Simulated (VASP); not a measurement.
**Al8N7 (a cell with a defect): relaxation of the atoms with PBE**

Crystal: Al8N7 (a cell with a defect).

```
CELL_PARAMETERS angstrom
0.00000 0.00000 5.01796
-3.13025 -5.42174 0.00000
6.26049 0.00000 0.00000
ATOMIC_POSITIONS crystal
Al 0.01975 0.16857 0.83425
Al 0.99977 0.16596 0.33289
Al 0.00014 0.66855 0.83511
Al 0.00013 0.66855 0.33327
Al 0.50157 0.33123 0.16390
Al 0.49233 0.32947 0.66343
Al 0.50024 0.83316 0.16649
Al 0.49566 0.84242 0.67353
N 0.38078 0.16515 0.33249
N 0.38181 0.66624 0.83330
N 0.38180 0.66623 0.33276
N 0.88198 0.33351 0.16490
N 0.88198 0.33350 0.66843
N 0.88167 0.83409 0.16696
N 0.88409 0.83873 0.66929
```

| Item | Value |
| --- | --- |
| Program | VASP 6.6.1 |
| Task | relaxation of the atoms |
| Functional | PBE |
| Potentials or basis | VASP PAW PBE potentials, release 64 (Al, N) |
| Cutoff | 520 eV |
| k mesh | 2 × 2 × 2 |
| Occupations | gaussian, width 0.01 eV |
| Spin | no spin polarisation |
| Dipole correction | no |
| Charge | 1 |
| Further INCAR settings | LREAL = Auto; ALGO = Normal; EDIFF = 1e-06; IBRION = 2; EDIFFG = -0.025; NSW = 65; NELECT = 58.0 |

| Property | Result |
| --- | --- |
| Energy gained by relaxing | 20.5 meV/atom |
| Ionic steps | 10 |
| Largest force after relaxing | 0.024 eV/Å |

Forces in eV/Å, atoms in the order of the input:
```
Al   0.003 -0.004  0.003
Al   0.007 -0.010  0.011
Al   0.002  0.002  0.016
Al  -0.006  0.003  0.023
Al   0.008 -0.008 -0.001
Al  -0.011 -0.016 -0.013
Al   0.002  0.002  0.002
Al   0.000  0.014 -0.006
N   -0.002  0.010 -0.014
N    0.006 -0.002 -0.005
N   -0.008 -0.005 -0.009
N   -0.013  0.014 -0.003
N    0.016  0.006 -0.006
N   -0.003 -0.008  0.010
N   -0.002  0.003 -0.009
```

Step by step:
```
step  energy change (eV)  largest force (eV/Å)  pressure (GPa)
   1              0.0000                1.7032          -12.57
   2             -0.2562                0.4906          -10.89
   3             -0.2563                0.5003          -10.86
   4             -0.2905                0.3012          -10.47
   5             -0.2919                0.2859          -10.37
   6             -0.3004                0.2074          -10.27
   7             -0.3015                0.1703          -10.21
   8             -0.3063                0.0454          -10.18
   9             -0.3065                0.0451          -10.18
  10             -0.3068                0.0238          -10.17
```

Final structure:
```cif
data_structure
_symmetry_space_group_name_H-M 'P 1'
_symmetry_Int_Tables_number 1
_cell_length_a 5.0180
_cell_length_b 6.2605
_cell_length_c 6.2605
_cell_angle_alpha 120.000
_cell_angle_beta 90.000
_cell_angle_gamma 90.000
_cell_volume 170.32
loop_
_atom_site_label
_atom_site_type_symbol
_atom_site_fract_x
_atom_site_fract_y
_atom_site_fract_z
_atom_site_occupancy
Al1 Al 0.98373 0.16769 0.83369 1
Al2 Al 0.00089 0.16395 0.33170 1
Al3 Al 0.00079 0.66905 0.83679 1
Al4 Al 0.00067 0.66921 0.33222 1
Al5 Al 0.50359 0.33796 0.17462 1
Al6 Al 0.50379 0.33778 0.66306 1
Al7 Al 0.50376 0.83401 0.16688 1
Al8 Al 0.50361 0.82674 0.66331 1
N1 N 0.38273 0.16705 0.33340 1
N2 N 0.38262 0.66754 0.83387 1
N3 N 0.38258 0.66768 0.33359 1
N4 N 0.88399 0.33393 0.16640 1
N5 N 0.88412 0.33373 0.66704 1
N6 N 0.88280 0.83391 0.16686 1
N7 N 0.88403 0.83514 0.66755 1
```

Levels at points of the mesh, in eV from the Fermi level:
```
           k point  band 26  band 27  band 28  band 29  band 30  band 31  band 32  band 33
(0.00, 0.00, 0.00)    -1.41    -1.22    -1.01    -1.01     2.89     4.27     4.48     4.48
(0.50, 0.00, 0.00)    -1.61    -1.22    -1.22    -0.70     3.30     4.03     4.03     4.75
(0.00, 0.50, 0.00)    -1.62    -1.11    -1.08    -0.09     2.29     3.52     3.98     5.25
(0.00, 0.00, 0.50)    -1.62    -1.11    -1.08    -0.09     2.29     3.52     3.98     5.25
(0.00, 0.50, 0.50)    -1.62    -1.11    -1.08    -0.09     2.29     3.52     3.98     5.26
(0.50, 0.50, 0.00)    -1.73    -1.65    -1.58    -0.17     2.65     3.33     4.08     5.66
(0.50, 0.00, 0.50)    -1.73    -1.65    -1.58    -0.17     2.65     3.33     4.08     5.66
(0.50, 0.50, 0.50)    -1.73    -1.65    -1.58    -0.17     2.65     3.33     4.08     5.66
```

Run time: 8 min on 1 thread of Intel Xeon 6975P-C (shared host), peak memory 0.3 GiB.

Caveat: the k points lie up to 0.63 Å⁻¹ apart; the cell carries a net charge on a neutralising background, which shifts energy and pressure; the cell is charged against a uniform background, so pressure and absolute levels hang on convention.
